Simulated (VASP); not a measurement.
# Hf (I4/mmm) in VASP: notebook

Hf is run at these levels: LDA; tasks: single point.

Program: VASP 6.6.1. These are calculated values, not measurements. Logs are shortened: lines on timing, memory, paths and dates and some standing lists are left out, and cuts for length are marked.

### 1 The cell of the first run

The structure is tetragonal, space group I4/mmm (No. 139). Conventional cell: a = 3.549 Å, b = 3.549 Å, c = 3.685 Å, α = 90.00°, β = 90.00°, γ = 90.00°. Hf (site symmetry 4/mmm) has 14 Hf at 3.11 to 3.69 Å within 4.1 Å.

### 2 Single point, LDA (23.21 Å³/atom)

INCAR reads:

```
SYSTEM = Hf
PREC = Accurate
ENCUT = 520
EDIFF = 1E-6
ISMEAR = 0
SIGMA = 0.15
LREAL = .FALSE.
LASPH = .TRUE.
NELM = 60
ALGO = Fast
ISIF = 2
LWAVE = .FALSE.
LCHARG = .TRUE.
LELF = .TRUE.
LVHAR = .TRUE.
NBANDS = 11
```

KPOINTS reads:

```
regular mesh
0
G
  20 20 20
  0 0 0
```

POSCAR reads:

```
Hf
1.0
    0.0000000000      2.5093390762      1.8426076837
    2.5093390762      0.0000000000      1.8426076837
    2.5093390762      2.5093390762      0.0000000000
Hf
1
Direct
    0.0000000000      0.0000000000      0.0000000000
```

Potentials or basis: VASP PAW LDA potentials, release 64 (Hf_pv).

Run with:

```console
$ cat potpaw_LDA.64/Hf_pv/POTCAR > POTCAR
$ mpirun -np 1 vasp_std > vasp.out
```

OUTCAR:

```text
SYSTEM = Hf
   PREC = Accurate
   ENCUT = 520
   EDIFF = 1E-6
   ISMEAR = 0
   LREAL = .FALSE.
   LASPH = .TRUE.
   NELM = 60
   ISIF = 2

 ion  position               nearest neighbor table
   1  0.000  0.000  0.000-

  LATTYP: Found a body centered tetragonal cell.
 ALAT       =     3.5487413542
 C/A-ratio  =     1.0384570189

  Lattice vectors:

 A1 = (   0.0000000000,  -2.5093390762,  -1.8426076837)
 A2 = (   0.0000000000,   2.5093390762,  -1.8426076837)
 A3 = (   2.5093390762,   0.0000000000,   1.8426076837)

Analysis of symmetry for initial positions (statically):
=====================================================================
 Subroutine PRICEL returns:
 Original cell was already a primitive cell.

 Routine SETGRP: Setting up the symmetry group for a
 body centered tetragonal supercell.

 Subroutine GETGRP returns: Found 16 space group operations
 (whereof 16 operations were pure point group operations)
 out of a pool of 16 trial point group operations.

The static configuration has the point symmetry D_4h.

Analysis of symmetry for dynamics (positions and initial velocities):
=====================================================================
 Subroutine PRICEL returns:
 Original cell was already a primitive cell.

 Routine SETGRP: Setting up the symmetry group for a
 body centered tetragonal supercell.

 Subroutine GETGRP returns: Found 16 space group operations
 (whereof 16 operations were pure point group operations)
 out of a pool of 16 trial point group operations.

The dynamic configuration has the point symmetry D_4h.

 Subroutine INISYM returns: Found 16 space group operations
 (whereof 16 operations are pure point group operations),
 and found     1 'primitive' translations

----------------------------------------------------------------------------------------

                                     Primitive cell

  volume of cell :      23.2050

  direct lattice vectors                    reciprocal lattice vectors
     0.000000000  2.509339076  1.842607684    -0.199255655  0.199255655  0.271354561
     2.509339076  0.000000000  1.842607684     0.199255655 -0.199255655  0.271354561
     2.509339076  2.509339076  0.000000000     0.199255655  0.199255655 -0.271354561

  length of vectors
     3.113195412  3.113195412  3.548741354     0.391201904  0.391201904  0.391201904

  position of ions in fractional coordinates (direct lattice)
     0.000000000  0.000000000  0.000000000

  ion indices of the primitive-cell ions
   primitive index   ion index
                 1           1

----------------------------------------------------------------------------------------

 KPOINTS: regular mesh

Automatic generation of k-mesh.
 Grid dimensions read from file:
 generate k-points for:   20   20   20

 Generating k-lattice:

  Cartesian coordinates                     Fractional coordinates (reciprocal lattice)
    -0.009962783  0.009962783  0.013567728     0.050000000 -0.000000000  0.000000000
     0.009962783 -0.009962783  0.013567728    -0.000000000  0.050000000  0.000000000
     0.009962783  0.009962783 -0.013567728     0.000000000  0.000000000  0.050000000

  Length of vectors
     0.019560095  0.019560095  0.019560095

  Shift w.r.t. Gamma in fractional coordinates (k-lattice)
     0.000000000  0.000000000  0.000000000

 Subroutine IBZKPT returns following result:
 ===========================================

 Found    641 irreducible k-points:

 Following reciprocal coordinates:
            Coordinates               Weight
  0.000000  0.000000  0.000000      1.000000
  0.050000 -0.000000  0.000000      8.000000
  0.100000  0.000000  0.000000      8.000000
  0.150000  0.000000  0.000000      8.000000
  0.200000  0.000000  0.000000      8.000000
  0.250000  0.000000  0.000000      8.000000
[... 16 lines left out ...]
 -0.400000  0.050000  0.000000      8.000000
 -0.350000  0.050000  0.000000      8.000000
 [... further k-points ...]
   k-points           NKPTS =    641   k-points in BZ     NKDIM =    641   number of bands    NBANDS=     11
   number of dos      NEDOS =    301   number of ions     NIONS =      1
   total plane-waves  NPLWV =  16128
   dimension x,y,z NGX =    24 NGY =   24 NGZ =   28
   dimension x,y,z NGXF=    48 NGYF=   48 NGZF=   56
   ions per type =               1
   NGX,Y,Z   is equivalent  to a cutoff of  12.82, 12.82, 13.12 a.u.
   NGXF,Y,Z  is equivalent  to a cutoff of  25.63, 25.63, 26.23 a.u.
 SYSTEM =  Hf
   PREC   = accura    normal or accurate (medium, high low for compatibility)
   ISTART =      0    job   : 0-new  1-cont  2-samecut
   ICHARG =      2    charge: 1-file 2-atom 10-const
   ISPIN  =      1    spin polarized calculation?
   LNONCOLLINEAR =      F non collinear calculations
   LSORBIT =      F    spin-orbit coupling
   LASPH  =      T    aspherical Exc in radial PAW
   ENCUT  =  520.0 eV  38.22 Ry    6.18 a.u.   5.79  5.79  6.60*2*pi/ulx,y,z
   NELM   =     60;   NELMIN=  2; NELMDL= -5     # of ELM steps
   EDIFF  = 0.1E-05   stopping-criterion for ELM
   LREAL  =      F    real-space projection
   EDIFFG = 0.1E-04   stopping-criterion for IOM
   NSW    =      0    number of steps for IOM
   IBRION =     -1    ionic relax: 0-MD 1-quasi-New 2-CG
   NFREE  =      0    steps in history (QN), initial steepest desc. (CG)
   ISIF   =      2    stress and relaxation
   ISYM   =      2    0-nonsym 1-usesym 2-fastsym
   POTIM  = 0.5000    time-step for ionic-motion
   TEBEG  =    0.0;   TEEND  =   0.0 temperature during run
   PSTRESS=    0.0 pullay stress
   NELECT =      10.0000    total number of electrons
   NUPDOWN=      -1.0000    fix difference up-down
   EMIN   =  10.00;   EMAX   =-10.00  energy-range for DOS
   EFERMI =   0.00;   METHOD = LEGACY
   ISMEAR =     0;   SIGMA  =   0.15  broadening in eV -4-tet -1-fermi 0-gaus
   EFERMI_NEDOS =   21; number of points for ismear=-14 and -15
   IALGO  =     68    algorithm
   IMIX   =      4    mixing-type and parameters
     AMIX     =   0.40;   BMIX     =  1.00
     AMIX_MAG =   1.60;   BMIX_MAG =  1.00
  volume/ion in A,a.u.               =      23.21       156.60
  Fermi-wavevector in a.u.,A,eV,Ry     =   1.236557  2.336755 20.804320  1.529074
  Thomas-Fermi vector in A             =   2.371161
   LORBIT       =      0    0 simple, 1 ext, 2 COOP (PROOUT), +10 PAW based schemes
   GGA     = CA    functional components
   LHFCALC =     F    Hartree Fock is set to
   AEXX    =    0.0000 exact exchange contribution
   IVDW    =     0    specifies the selected vdW correction
   LEPSILON=     F    determine dielectric tensor
   LRPA    =     F    only Hartree local field effects (RPA)
 non-spin polarized calculation
 RMM-DIIS sequential band-by-band and
 Gauss-broadening in eV      SIGMA  =   0.15
  energy-cutoff  :      520.00
  volume of cell :       23.21
 maximum number of plane-waves:       643
   NGX = 11   NGY = 11   NGZ = 13

 number of electron      10.0000000 magnetization

 Free energy of the ion-electron system (eV)
  ---------------------------------------------------
  ext. energy  EPLUGINS =         0.00000000
  ---------------------------------------------------
  free energy    TOTEN  =       -10.45075063 eV

  energy without entropy =      -10.42789510  energy(sigma->0) =      -10.43932287

 E-fermi :   4.2072     XC(G=0): -11.3047

 val. band max:        4.2064843379   @ k =   0.4500   0.0000   0.2500
 cond. band min:       4.2098239381   @ k =  -0.3000   0.0000   0.2000
 fundamental gap:      0.0033396002
 Fermi energy:         4.2071869854

 k-point     1 :       0.0000    0.0000    0.0000
  band No.  band energies     occupation
      1     -25.6116      2.00000
      2     -25.6113      2.00000
      3     -25.6113      2.00000
      4      -2.6550      2.00000
      5       5.4951      0.00000
      6       5.4951      0.00000
      7       5.8785      0.00000
      8       8.0203      0.00000
      9       8.5493      0.00000
     10      17.0344      0.00000
     11      17.6009      0.00000

 k-point     2 :       0.0500   -0.0000    0.0000
  band No.  band energies     occupation
      1     -25.6308      2.00000
      2     -25.6172      2.00000
      3     -25.6114      2.00000
      4      -2.5665      2.00000
      5       5.4772      0.00000
      6       5.5008      0.00000
      7       5.8997      0.00000
      8       7.9475      0.00000
      9       8.5171      0.00000
     10      17.1996      0.00000
     11      17.7614      0.00000

 k-point     3 :       0.1000    0.0000    0.0000
  band No.  band energies     occupation
      1     -25.6866      2.00000
      2     -25.6341      2.00000
      3     -25.6112      2.00000
      4      -2.3067      2.00000
      5       5.4042      0.00000
      6       5.4156      0.00000
      7       6.0756      0.00000
      8       7.7662      0.00000
      9       8.4623      0.00000
     10      17.5408      0.00000
     11      18.2262      0.00000

 k-point     4 :       0.1500    0.0000    0.0000
  band No.  band energies     occupation
      1     -25.7725      2.00000
      2     -25.6605      2.00000
      3     -25.6110      2.00000
      4      -1.8930      2.00000
      5       5.2035      0.00000
      6       5.2356      0.00000
      7       6.4667      0.00000
      8       7.6012      0.00000
      9       8.4300      0.00000
     10      16.3785      0.00000
     11      17.8177      0.00000
[... 239 lines left out ...]
 k-point    22 :      -0.4500    0.0500    0.0000
  band No.  band energies     occupation
      1     -26.3318      2.00000
      2     -25.8460      2.00000
      3     -25.6240      2.00000
      4       0.9631      2.00000
      5       3.9687      1.97548
      6       4.9149      0.00000
      7       7.6967      0.00000
      8       9.1546      0.00000
      9      11.0308      0.00000
     10      13.9266      0.00000
     11      15.1437      0.00000

 k-point    23 :      -0.4000    0.0500    0.0000
  band No.  band energies     occupation
      1     -26.2835      2.00000
      2     -25.8295      2.00000
      3     -25.6251      2.00000
      4       0.8025      2.00000
      5       4.0694      1.80602
      6       4.6350      0.00006
      7       7.7036      0.00000
      8       9.0724      0.00000
      9      10.3018      0.00000
     10      14.5546      0.00000
     11      15.5250      0.00000

 k-point    24 :      -0.3500    0.0500    0.0000
  band No.  band energies     occupation
      1     -26.2068      2.00000
      2     -25.8038      2.00000
      3     -25.6263      2.00000
      4       0.4697      2.00000
      5       4.2348      0.79439
      6       4.4489      0.02270
      7       7.5954      0.00000
      8       8.9814      0.00000
      9       9.4071      0.00000
     10      15.4612      0.00000
     11      16.1728      0.00000

 [... further k-points ...]
[... 5 lines left out ...]
  --------------------------------------------------------------------------------------
  -------------------------------------------------------------------------------------
  Total       -1.7542668     -1.7542668     -1.5467284      0.0000000      0.0000000      0.0000000
  in kB     -121.1224503   -121.1224503   -106.7930665      0.0000000      0.0000000      0.0000000
  external PRESSURE =    -116.3459890 kB  Pullay stress =       0.0000000 kB

 VOLUME and BASIS-vectors are now :
 -----------------------------------------------------------------------------
  energy-cutoff  :      520.00
  volume of cell :       23.21
      direct lattice vectors                 reciprocal lattice vectors
     0.000000000  2.509339076  1.842607684    -0.199255655  0.199255655  0.271354561
     2.509339076  0.000000000  1.842607684     0.199255655 -0.199255655  0.271354561
     2.509339076  2.509339076  0.000000000     0.199255655  0.199255655 -0.271354561

 POSITION                                       TOTAL-FORCE (eV/Angst)
 -----------------------------------------------------------------------------------
      0.00000      0.00000      0.00000         0.000000      0.000000      0.000000
 -----------------------------------------------------------------------------------
    total drift:                               -0.000000     -0.000000      0.000000

  FREE ENERGIE OF THE ION-ELECTRON SYSTEM (eV)
  ---------------------------------------------------
  free  energy   TOTEN  =       -10.4507506317 eV

  energy  without entropy=      -10.4278951000  energy(sigma->0) =      -10.43932287
```

Run time: 80 s. Hardware: 1 thread of Intel Xeon Platinum 8488C (Sapphire Rapids), shared host; peak memory 0.27 GiB.

Results:

```
Free energy            : -10.4508 eV
Pressure               : -11.6 GPa
Band gap on the k mesh : zero (bands 5 and 6 overlap by 2.02 eV)
```

Stress tensor (GPa, compression positive):
```
-12.11   0.00   0.00
  0.00 -12.11   0.00
  0.00   0.00 -10.68
```

Caveat: the cell stands under tension; spin-orbit coupling is left out, which moves the levels of the heavy elements.

### 3 Single point, LDA (23.21 Å³/atom)

INCAR reads:

```
ALGO = Fast ; EDIFF = 1E-6
ENCUT = 520 ; ISIF = 2
ISMEAR = 0 ; LASPH = True
LCHARG = False ; LREAL = False
LWAVE = False ; NBANDS = 11
NELM = 60 ; PREC = Accurate
SIGMA = 0.15
```

KPOINTS reads:

```
k-points
0
Gamma
  20 20 20
```

POSCAR reads:

```
Hf
1.0
    0.0000000000      2.5748075212      1.7500966721
    2.5748075212      0.0000000000      1.7500966721
    2.5748075212      2.5748075212      0.0000000000
Hf
1
Direct
    0.0000000000      0.0000000000      0.0000000000
```

Potentials or basis: VASP PAW LDA potentials, release 64 (Hf_pv).

Run with:

```console
$ cat potpaw_LDA.64/Hf_pv/POTCAR > POTCAR
$ mpirun -np 1 vasp_std > vasp.out
```

OUTCAR:

```text
EDIFF = 1E-6
   ENCUT = 520
   ISIF = 2
   ISMEAR = 0
   LASPH = True
   LREAL = False
   NELM = 60
   PREC = Accurate

 ion  position               nearest neighbor table
   1  0.000  0.000  0.000-

  LATTYP: Found a body centered tetragonal cell.
 ALAT       =     3.6413277170
 C/A-ratio  =     0.9612409583

  Lattice vectors:

 A1 = (   0.0000000000,  -2.5748075212,  -1.7500966721)
 A2 = (   0.0000000000,   2.5748075212,  -1.7500966721)
 A3 = (   2.5748075212,   0.0000000000,   1.7500966721)

Analysis of symmetry for initial positions (statically):
[... 507 lines left out ...]
      5       3.9932      1.95720
      6       4.5006      0.00581
      7       8.0248      0.00000
      8       8.7894      0.00000
      9       9.4232      0.00000
     10      15.3138      0.00000
     11      16.8151      0.00000

 [... further k-points ...]
[... 5 lines left out ...]
  --------------------------------------------------------------------------------------
  -------------------------------------------------------------------------------------
  Total       -1.5873748     -1.5873748     -1.8725403      0.0000000      0.0000000      0.0000000
  in kB     -109.5994828   -109.5994828   -129.2885842      0.0000000      0.0000000      0.0000000
  external PRESSURE =    -116.1625166 kB  Pullay stress =       0.0000000 kB

 VOLUME and BASIS-vectors are now :
 -----------------------------------------------------------------------------
  energy-cutoff  :      520.00
  volume of cell :       23.21
      direct lattice vectors                 reciprocal lattice vectors
     0.000000000  2.574807521  1.750096672    -0.194189273  0.194189273  0.285698503
     2.574807521  0.000000000  1.750096672     0.194189273 -0.194189273  0.285698503
     2.574807521  2.574807521  0.000000000     0.194189273  0.194189273 -0.285698503

 POSITION                                       TOTAL-FORCE (eV/Angst)
 -----------------------------------------------------------------------------------
      0.00000      0.00000      0.00000        -0.000000      0.000000      0.000000
 -----------------------------------------------------------------------------------
    total drift:                               -0.000000     -0.000000      0.000000

  FREE ENERGIE OF THE ION-ELECTRON SYSTEM (eV)
  ---------------------------------------------------
  free  energy   TOTEN  =       -10.4515950011 eV

  energy  without entropy=      -10.4286009805  energy(sigma->0) =      -10.44009799
```

Wall time 76 s (1 thread of Intel Xeon Platinum 8488C (Sapphire Rapids), shared host); peak memory 0.27 GiB.

What came out:

```yaml
Free_energy: -10.4516 eV
Pressure: -11.6 GPa
Band_gap_on_the_k_mesh: zero (bands 5 and 6 overlap by 2.07 eV)
```

Stress tensor (GPa, compression positive):
```
-10.96   0.00   0.00
  0.00 -10.96   0.00
  0.00   0.00 -12.93
```

Levels at points of the mesh, in eV from the Fermi level:
```csv
k point,band 2,band 3,band 4,band 5,band 6,band 7,band 8,band 9
"(0.00, 0.00, 0.00)",-29.82,-29.82,-6.86,1.13,1.56,1.56,3.78,4.37
"(0.50, 0.00, 0.00)",-30.07,-29.83,-3.25,-0.64,1.16,3.98,5.04,7.21
"(0.50, 0.50, 0.00)",-30.36,-30.30,-2.48,-2.38,6.37,6.37,6.51,6.72
"(0.50, 0.00, 0.50)",-30.04,-29.81,-3.31,-0.20,0.92,3.52,4.66,7.13
```

Caveat: the cell stands under tension; spin-orbit coupling is left out, which moves the levels of the heavy elements.
